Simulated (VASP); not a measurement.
# HW8C8Cl in VASP: further runs, part 3 of 3

VASP 6.6.1. Earlier steps stand in the parts before.

### 4 Single point, PBE+D3(BJ)

File INCAR:

```
SYSTEM = HW8C8Cl
ALGO = Normal
EDIFF = 1E-6
ENCUT = 520
GGA = PE
ISIF = 2
ISMEAR = -1
IVDW = 12
LASPH = .True.
LCHARG = .False.
LREAL = Auto
LWAVE = .False.
NBANDS = 91
NELM = 100
PREC = Accurate
SIGMA = 0.1
```

File KPOINTS:

```
k-points
0
Gamma
  3 3 1
  0 0 0
```

File POSCAR:

```
HW8C8Cl
1.0
    5.7996800000      0.0000000000      0.0000000000
    0.0000000000      5.6750600000      0.0000000000
    0.0000000000      0.0000000000     16.1855590000
W C Cl H
8 8 1 1
Direct
    0.0000000000      0.0000000000      0.0617834701
    0.2419961101     -0.0204755544      0.2161185783
    0.0000000000      0.4999947137      0.0617834701
    0.2426340764      0.4695809384      0.2166993429
    0.4999931031      0.0000000000      0.0617834701
    0.7457652836     -0.0202641029      0.2116083850
    0.4999931031      0.4999947137      0.0617834701
    0.7521794306      0.4829376253      0.2144504246
   -0.0123627510      0.2268346062      0.1596299516
    0.4315410505      0.1436989212      0.3108017462
    0.0035346778      0.7334195586      0.1552062552
    0.0423644063      0.6055795005      0.3097576055
    0.4924582046      0.2433806867      0.1588267665
    0.6552947749      0.2745697843      0.3100912363
    0.4857854226      0.7417718932      0.1651286804
    0.8887214467      0.7787582863      0.3099182426
    0.2915333260      0.0502373543      0.3994733824
   -0.2454963032      0.2777415569      0.3695516479
```

Potentials or basis: VASP PAW PBE potentials, release 64 (W_sv, C, Cl, H).

Command:

```bash
$ cat potpaw_PBE.64/W_sv/POTCAR potpaw_PBE.64/C/POTCAR potpaw_PBE.64/Cl/POTCAR potpaw_PBE.64/H/POTCAR > POTCAR
$ mpirun -np 1 vasp_std > vasp.out
```

OUTCAR:

```text
SYSTEM = HW8C8Cl
   EDIFF = 1E-6
   ENCUT = 520
   GGA = PE
   ISIF = 2
   ISMEAR = -1
   IVDW = 12
   LASPH = .True.
   LREAL = Auto
   NELM = 100
   PREC = Accurate
 IVDW          = 12

 ion  position               nearest neighbor table
   1  0.000  0.000  0.062-   9 2.04  11 2.14   3 2.84   3 2.84   6 2.84   2 2.87   5 2.90   5 2.90

   2  0.242  0.980  0.216-  10 2.10  15 2.12  11 2.20   9 2.23  13 2.28   4 2.78   1 2.87   6 2.88
                             4 2.89   5 2.91   6 2.92  17 3.01
   3  0.000  0.500  0.062-  11 2.01   9 2.22   1 2.84   1 2.84   8 2.86   4 2.88   7 2.90   7 2.90

   4  0.243  0.470  0.217-  12 2.05  13 2.15   9 2.22  15 2.25  11 2.27  10 2.63   2 2.78   8 2.85
                             3 2.88   2 2.89   7 2.92   8 2.96
   5  0.500  0.000  0.062-  13 2.09  15 2.23   6 2.82   7 2.84   7 2.84   1 2.90   1 2.90   2 2.91

   6  0.746  0.980  0.212-  16 2.13   9 2.15  15 2.16  11 2.24  13 2.26  14 2.37  10 2.60   5 2.82
                             8 2.82   1 2.84   8 2.86   2 2.88   2 2.92
   7  0.500  0.500  0.062-  13 2.14  15 2.17   5 2.84   5 2.84   8 2.87   3 2.90   3 2.90   4 2.92

   8  0.752  0.483  0.214-  14 2.03   9 2.18  13 2.22  11 2.25  15 2.28  12 2.39  16 2.42   6 2.82
                             4 2.85   6 2.86   3 2.86   7 2.87   4 2.96
   9  0.988  0.227  0.160-   1 2.04   6 2.15   8 2.18   3 2.22   4 2.22   2 2.23
  10  0.432  0.144  0.311-  14 1.50  17 1.73   2 2.10   6 2.60   4 2.63
  11  0.004  0.733  0.155-   3 2.01   1 2.14   2 2.20   6 2.24   8 2.25   4 2.27
  12  0.042  0.606  0.310-  16 1.33   4 2.05   8 2.39
  13  0.492  0.243  0.159-   5 2.09   7 2.14   4 2.15   8 2.22   6 2.26   2 2.28
  14  0.655  0.275  0.310-  18 1.12  10 1.50   8 2.03   6 2.37
  15  0.486  0.742  0.165-   2 2.12   6 2.16   7 2.17   5 2.23   4 2.25   8 2.28
  16  0.889  0.779  0.310-  12 1.33   6 2.13   8 2.42
  17  0.292  0.050  0.399-  10 1.73   2 3.01
  18  0.755  0.278  0.370-  14 1.12

  LATTYP: Found a simple orthorhombic cell.
 ALAT       =     5.6750600000
 B/A-ratio  =     1.0219592392
 C/A-ratio  =     2.8520507272

  Lattice vectors:

 A1 = (   0.0000000000,  -5.6750600000,   0.0000000000)
 A2 = (   5.7996800000,   0.0000000000,   0.0000000000)
 A3 = (   0.0000000000,   0.0000000000,  16.1855590000)

Analysis of symmetry for initial positions (statically):
[... 167 lines left out ...]
   LRPA    =     F    only Hartree local field effects (RPA)
 non-spin polarized calculation
  energy-cutoff  :      520.00
  volume of cell :      532.72
 maximum number of plane-waves:     14358
 NGX is ok and might be reduce to    48
   NGX = 21   NGY = 21   NGZ = 61

 number of electron     152.0000000 magnetization

 Free energy of the ion-electron system (eV)
  ---------------------------------------------------
  ext. energy  EPLUGINS =         0.00000000
  ---------------------------------------------------
  free energy    TOTEN  =      -167.13381047 eV

  energy without entropy =     -166.80962760  energy(sigma->0) =     -166.97171904

 E-fermi :   0.7980     XC(G=0):  -6.1551

 val. band max:        0.7961279023   @ k =   0.3333   0.0000   0.0000
 cond. band min:       0.8435543815   @ k =  -0.3333   0.3333   0.0000
 fundamental gap:      0.0474264792
 Fermi energy:         0.7979562034

 k-point     1 :       0.0000    0.0000    0.0000
  band No.  band energies     occupation
      1     -73.8095      2.00000
      2     -73.7782      2.00000
      3     -73.7444      2.00000
      4     -73.6374      2.00000
      5     -73.6075      2.00000
      6     -73.5780      2.00000
[... 444 lines left out ...]
     87       2.3613      0.00000
     88       2.5287      0.00000
 [bands above 88 left out]

------------------------ aborting loop because EDIFF is reached ----------------------------------------

 Edisp (eV)   -4.48976

 E8    (eV) :    -2.0934

  FORCE on cell =-STRESS in cart. coord.  units (eV):
  Direction    XX          YY          ZZ          XY          YZ          ZX
  --------------------------------------------------------------------------------------
  -------------------------------------------------------------------------------------
  Total     -26.54666   -14.11309     2.70300    -0.54428     6.16573    -0.80903
  in kB     -79.83959   -42.44540     8.12933    -1.63693    18.54356    -2.43318
  external pressure =      -38.05 kB  Pullay stress =        0.00 kB

 VOLUME and BASIS-vectors are now :
 -----------------------------------------------------------------------------
  energy-cutoff  :      520.00
  volume of cell :      532.72
      direct lattice vectors                 reciprocal lattice vectors
     5.799680000  0.000000000  0.000000000     0.172423306  0.000000000  0.000000000
     0.000000000  5.675060000  0.000000000     0.000000000  0.176209591  0.000000000
     0.000000000  0.000000000 16.185559000     0.000000000  0.000000000  0.061783470

 POSITION                                       TOTAL-FORCE (eV/Angst)
 -----------------------------------------------------------------------------------
      0.00000      0.00000      1.00000        -0.067372     -0.825265     -0.693197
      1.40350      5.55886      3.49800         0.015176      0.403159     -0.321677
      0.00000      2.83750      1.00000         0.186010     -1.080700     -0.536553
      1.40720      2.66490      3.50740         0.315866      0.620473     -0.888589
      2.89980      0.00000      1.00000        -0.316321     -0.563049      0.142753
      4.32520      5.56006      3.42500        -0.327307      0.886779      1.661888
[... 10 lines left out ...]
      1.69080      0.28510      6.46570         0.462678      0.033989      0.817319
      4.37588      1.57620      5.98140        -0.574425      0.013328     -0.498538
 -----------------------------------------------------------------------------------
    total drift:                               -0.007677      0.002658      0.014946

  FREE ENERGIE OF THE ION-ELECTRON SYSTEM (eV)
  ---------------------------------------------------
  free  energy   TOTEN  =      -171.6235694244 eV

  energy  without entropy=     -171.2993865577  energy(sigma->0) =     -171.46147799
```

OSZICAR:

```text
N       E                     dE             d eps       ncg     rms          rms(c)
DAV:   1     0.172436451256E+04    0.17244E+04   -0.87454E+04  1086   0.156E+03
DAV:   2    -0.694949253256E+02   -0.17939E+04   -0.17589E+04  1045   0.459E+02
DAV:   3    -0.186328992872E+03   -0.11683E+03   -0.11410E+03  1116   0.112E+02
[... 21 lines left out ...]
DAV:  25    -0.167133785222E+03   -0.37947E-04   -0.23246E-06   713   0.501E-03    0.137E-03
DAV:  26    -0.167133800622E+03   -0.15401E-04   -0.78742E-07   633   0.277E-03    0.946E-04
DAV:  27    -0.167133808787E+03   -0.81642E-05   -0.75281E-07   641   0.186E-03    0.483E-04
DAV:  28    -0.167133810268E+03   -0.14818E-05   -0.21137E-07   566   0.110E-03    0.283E-04
DAV:  29    -0.167133810471E+03   -0.20285E-06   -0.45613E-08   482   0.636E-04
   1 F= -.17162357E+03 E0= -.17146148E+03  d E =-.324183E+00
```

Run time: 6.5 min. Hardware: 1 thread of Intel Xeon 6975P-C (Granite Rapids), shared host; peak memory 0.6 GiB.

Results:

```yaml
Free_energy: -171.6236 eV
Largest_force: 2.946 eV/Å
Band_gap_on_the_k_mesh: zero (bands 76 and 77 overlap by 0.15 eV)
Dispersion_energy_per_atom: -0.249 eV
```

Forces in eV/Å, atoms in the order of the input:
```
W   -0.067 -0.825 -0.693
W    0.015  0.403 -0.322
W    0.186 -1.081 -0.537
W    0.316  0.620 -0.889
W   -0.316 -0.563  0.143
W   -0.327  0.887  1.662
W   -0.027 -0.207  0.496
W   -0.103  0.982 -0.923
C    0.546  1.087  0.591
C    1.011  0.925 -0.860
C   -0.470  0.397  0.288
C   -0.456  1.202  0.134
C    0.316 -0.569 -0.317
C   -1.493 -1.701  1.886
C    0.471 -0.870 -0.295
C    0.511 -0.734 -0.681
Cl   0.463  0.034  0.817
H   -0.574  0.013 -0.499
```

Levels at points of the mesh, in eV from the Fermi level:
```
           k point  band 74  band 75  band 76  band 77  band 78  band 79
(0.00, 0.00, 0.00)    -0.20    -0.16     0.11     0.46     0.50     1.17
```

Caveat: the k points lie up to 0.37 Å⁻¹ apart; spin-orbit coupling is left out, which moves the levels of the heavy elements.

### 5 The runs side by side

| cell | gap on the mesh (eV) | largest force (eV/Å) |
| --- | --- | --- |
| as given, atomic positions A | none | 1.80 |
| as given, atomic positions B | none | 2.01 |
| as given, atomic positions C | none | 2.95 |

Alike in all rows: task single point; level PBE+D3(BJ); potentials or basis VASP PAW PBE potentials, release 64 (W_sv, C, Cl, H); no spin polarisation; k mesh 3 × 3 × 1; cutoff (eV) 520; smearing fermi-dirac 0.1 eV.

Caveats: all runs use coarse meshes; spin-orbit coupling is left out, which moves the levels of the heavy elements.

Total energies depend on the potentials used, so only differences within one code and one set of settings carry meaning.
